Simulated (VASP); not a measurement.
Here is a VASP 6.6.1 calculation.

The input POSCAR:

```
TiO2
1.0
   -1.8889722131      1.8889722131      4.7913989082
    1.8889722131     -1.8889722131      4.7913989082
    1.8889722131      1.8889722131     -4.7913989082
Ti O
2 4
Direct
    0.0000000000     -0.0463214860     -0.0463214860
    0.7500000000      0.2963214860      0.5463214860
    0.2073045411      0.2046063363     -0.0026982048
    0.9573045411      0.4542809234      0.4969763823
    0.5426954589      0.0453936637      0.5026982048
    0.7926954589      0.7957190766      0.0030236177
```

The input INCAR.step1:

```
SYSTEM = TiO2
  ALGO = Normal
  EDIFF = 1E-4
  ENCUT = 520
  GGA = PE
  ISMEAR = 0
  LASPH = .TRUE.
  LCHARG = .FALSE.
  LREAL = .FALSE.
  LWAVE = .TRUE.
  NBANDS = 33
  NELM = 60
  PREC = Accurate
  SIGMA = 0.05
```

INCAR.step2

```
SYSTEM = TiO2
  ALGO = Normal
  EDIFF = 1E-6
  ENCUT = 520
  ISIF = 2
  ISMEAR = 0
  ISTART = 1
  LASPH = .TRUE.
  LCHARG = .TRUE.
  LELF = .TRUE.
  LMIXTAU = .TRUE.
  LREAL = .FALSE.
  LVHAR = .TRUE.
  LWAVE = .FALSE.
  METAGGA = R2SCAN
  NBANDS = 33
  NELM = 60
  PREC = Accurate
  SIGMA = 0.05
```

KPOINTS

```
k-points
0
G
  8 8 8
  0 0 0
```

Potentials or basis: VASP PAW PBE potentials, release 64 (Ti_sv, O).

Launch:

```console
$ cat potpaw_PBE.64/Ti_sv/POTCAR potpaw_PBE.64/O/POTCAR > POTCAR
$ cp INCAR.step1 INCAR
$ mpirun -np 1 vasp_std > vasp.out
$ cp INCAR.step2 INCAR
$ mpirun -np 1 vasp_std > vasp.out
```

Problem. What does it give for the band gap on the k mesh?

Solution. 2.92 eV (least direct gap 3.22 eV).

Problem. What does it give for the pressure?

Solution. 4.5 GPa.

Stress tensor (GPa, compression positive):
```
11.69  0.00  4.83
 0.00 -0.54  0.00
 4.83  0.00  2.35
```

Caveat: the cell differs from its parent crystal (atoms displaced along a vibrational mode); the cell stands under pressure; the PAW data sets were made with another functional, which shifts forces and pressure a little. A k mesh can miss the band edges.
